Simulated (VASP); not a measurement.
# Au in VASP: further runs, part 3 of 3

VASP 6.6.1.

### Step 6. Single point, r2SCAN

This run uses another cell than the first one, of 17.65 Å³/atom.

The input, POSCAR:

```
Au
1.0
    1.4113099650     -2.5559330250      0.0000000000
    1.4113099650      2.5559330250      0.0000000000
    0.0000000000      0.0000000000      4.8931696100
Au
2
Direct
    0.3346720300      0.6653279700      0.2500000000
    0.6653279700      0.3346720300      0.7500000000
```

The input, INCAR.step1:

```
  PREC = Accurate
  ENCUT = 520
  ISMEAR = -1
  SIGMA = 0.05
  LREAL = False
  LASPH = True
  NELM = 60
  NBANDS = 18
  GGA = PE
  ALGO = Normal
  EDIFF = 1E-4
  LWAVE = True
  LCHARG = False
```

The input, INCAR.step2:

```
  PREC = Accurate
  ENCUT = 520
  EDIFF = 1E-7
  ISMEAR = -1
  SIGMA = 0.05
  LREAL = False
  LASPH = True
  NELM = 60
  ALGO = Normal
  ISIF = 2
  LWAVE = False
  LCHARG = False
  METAGGA = R2SCAN
  LMIXTAU = True
  NBANDS = 18
  ISTART = 1
```

The input, KPOINTS:

```
regular mesh
0
Gamma
  11 11 6
```

Potentials or basis: VASP PAW PBE potentials, release 64 (Au).

Command:

```
cat potpaw_PBE.64/Au/POTCAR > POTCAR
cp INCAR.step1 INCAR
mpirun -np 1 vasp_std > vasp.out
cp INCAR.step2 INCAR
mpirun -np 1 vasp_std > vasp.out
```

OUTCAR:

```text
PREC = Accurate
   ENCUT = 520
   EDIFF = 1E-7
   ISMEAR = -1
   LREAL = False
   LASPH = True
   NELM = 60
   ISIF = 2
   METAGGA = R2SCAN
   ISTART = 1

 ion  position               nearest neighbor table
   1  0.335  0.665  0.250-   2 2.95   2 2.95   2 2.95   2 2.95   2 2.97   2 2.97
   2  0.665  0.335  0.750-   1 2.95   1 2.95   1 2.95   1 2.95   1 2.97   1 2.97

  LATTYP: Found a base centered orthorhombic cell.
 ALAT       =     2.8226199300
 B/A-ratio  =     1.8110359088
 C/A-ratio  =     1.7335559627

  Lattice vectors:

 A1 = (   1.4113099650,  -2.5559330250,   0.0000000000)
 A2 = (   1.4113099650,   2.5559330250,   0.0000000000)
 A3 = (   0.0000000000,   0.0000000000,   4.8931696100)

Analysis of symmetry for initial positions (statically):
=====================================================================
 Subroutine PRICEL returns:
 Original cell was already a primitive cell.

 Routine SETGRP: Setting up the symmetry group for a
 base centered orthorhombic supercell.

[... 164 lines left out ...]
  free energy    TOTEN  =      -101.17317991 eV

  energy without entropy =     -101.16621875  energy(sigma->0) =     -101.16969933

 E-fermi :   8.7129     XC(G=0): -13.3752

 val. band max:        8.7004691189   @ k =   0.1818   0.1818   0.3333
 cond. band min:       8.7308518804   @ k =  -0.1818   0.1818   0.1667
 fundamental gap:      0.0303827616
 Fermi energy:         8.7128858604

 k-point     1 :       0.0000    0.0000    0.0000
  band No.  band energies     occupation
      1      -0.9590      2.00000
      2       1.3566      2.00000
      3       3.7414      2.00000
      4       3.8015      2.00000
      5       4.1377      2.00000
      6       4.3883      2.00000
[... 481 lines left out ...]
      5       4.1694      2.00000
      6       4.5136      2.00000
[... 10 lines left out ...]
     17      26.1200      0.00000
     18      26.3971      0.00000

 [... further k-points ...]

------------------------ aborting loop because EDIFF is reached ----------------------------------------

  FORCE on cell =-STRESS in cart. coord.  units (eV):
  Direction    XX          YY          ZZ          XY          YZ          ZX
  --------------------------------------------------------------------------------------
  -------------------------------------------------------------------------------------
  Total        0.5615580     -0.3807298     -0.2482522      0.0000000      0.0000000      0.0000000
  in kB       25.4866674    -17.2796663    -11.2670841      0.0000000      0.0000000      0.0000000
  external PRESSURE =      -1.0200277 kB  Pullay stress =       0.0000000 kB

 VOLUME and BASIS-vectors are now :
 -----------------------------------------------------------------------------
  energy-cutoff  :      520.00
  volume of cell :       35.30
      direct lattice vectors                 reciprocal lattice vectors
     1.411309965 -2.555933025  0.000000000     0.354280783 -0.195623279  0.000000000
     1.411309965  2.555933025  0.000000000     0.354280783  0.195623279  0.000000000
     0.000000000  0.000000000  4.893169610     0.000000000  0.000000000  0.204366511

 POSITION                                       TOTAL-FORCE (eV/Angst)
 -----------------------------------------------------------------------------------
      1.41131      0.84513      1.22329         0.000000     -0.013378     -0.000000
      1.41131     -0.84513      3.66988         0.000000      0.013378      0.000000
 -----------------------------------------------------------------------------------
    total drift:                               -0.000000     -0.000000     -0.000000

  FREE ENERGIE OF THE ION-ELECTRON SYSTEM (eV)
  ---------------------------------------------------
  free  energy   TOTEN  =      -101.1731799083 eV

  energy  without entropy=     -101.1662187497  energy(sigma->0) =     -101.16969933
```

OSZICAR.step1:

```text
N       E                     dE             d eps       ncg     rms          rms(c)
DAV:   1     0.123761776182E+03    0.12376E+03   -0.11674E+04  5192   0.118E+03
DAV:   2    -0.482506580431E+01   -0.12859E+03   -0.12273E+03  5506   0.261E+02
DAV:   3    -0.693784794811E+01   -0.21128E+01   -0.21001E+01  6038   0.336E+01
DAV:   4    -0.694706601534E+01   -0.92181E-02   -0.92170E-02  5678   0.235E+00
DAV:   5    -0.694715117014E+01   -0.85155E-04   -0.85154E-04  5840   0.242E-01    0.119E+01
DAV:   6    -0.645468858293E+01    0.49246E+00   -0.93831E-01  5330   0.887E+00    0.772E+00
DAV:   7    -0.642185179469E+01    0.32837E-01   -0.99225E-02  5676   0.286E+00    0.329E+00
DAV:   8    -0.641791854701E+01    0.39332E-02   -0.79436E-03  5398   0.719E-01    0.342E-01
DAV:   9    -0.641789559659E+01    0.22950E-04   -0.30462E-05  3496   0.489E-02
   1 F= -.64178956E+01 E0= -.64141943E+01  d E =-.740262E-02
```

Run time: 4.5 min. Hardware: 1 thread of AMD EPYC 9R14 (Zen 4), shared host; peak memory 0.18 GiB.

What came out:

| Item | Value |
| --- | --- |
| Free energy | -101.1732 eV |
| Pressure | -0.1 GPa |
| Largest force | 0.013 eV/Å |
| Band gap on the k mesh | zero (bands 11 and 12 overlap by 6.62 eV) |

Forces in eV/Å, atoms in the order of the input:
```
Au   0.000 -0.013  0.000
Au   0.000  0.013  0.000
```

Caveat: the PAW data sets were made with another functional, which shifts forces and pressure a little; spin-orbit coupling is left out, which moves the levels of the heavy elements.

### Step 7. Summary

```csv
level,cell,gap on the mesh (eV),pressure (GPa),largest force (eV/Å)
PBE,"a = 2.977, b = 2.977, c = 4.989 Å, angles 90.0, 90.0, 122.2°, 2 atoms, atomic positions A",none,-4.7,-
PBE,"a = 2.920, b = 2.920, c = 4.893 Å, angles 90.0, 90.0, 122.2°, 2 atoms, atomic positions B",none,3.2,0.31
PBE,"a = 2.920, b = 2.920, c = 4.893 Å, angles 90.0, 90.0, 122.2°, 2 atoms, atomic positions A",none,2.9,0.03
r2SCAN,"a = 2.880, b = 2.880, c = 4.827 Å, angles 90.0, 90.0, 122.2°, 2 atoms, atomic positions A",none,6.9,0.03
r2SCAN,"a = 2.920, b = 2.920, c = 4.893 Å, angles 90.0, 90.0, 122.2°, 2 atoms, atomic positions A",none,-0.1,0.01
```

Alike in all rows: task single point; potentials or basis VASP PAW PBE potentials, release 64 (Au); no spin polarisation; k mesh 11 × 11 × 6; cutoff (eV) 520; smearing fermi-dirac 0.05 eV.

Caveats: spin-orbit coupling is left out, which moves the levels of the heavy elements; the cell stands under pressure (at least some runs); the PAW data sets were made with another functional, which shifts forces and pressure a little (at least some runs); the cell stands under tension (at least some runs).

Absolute energies hang on the potentials; compare differences alone.
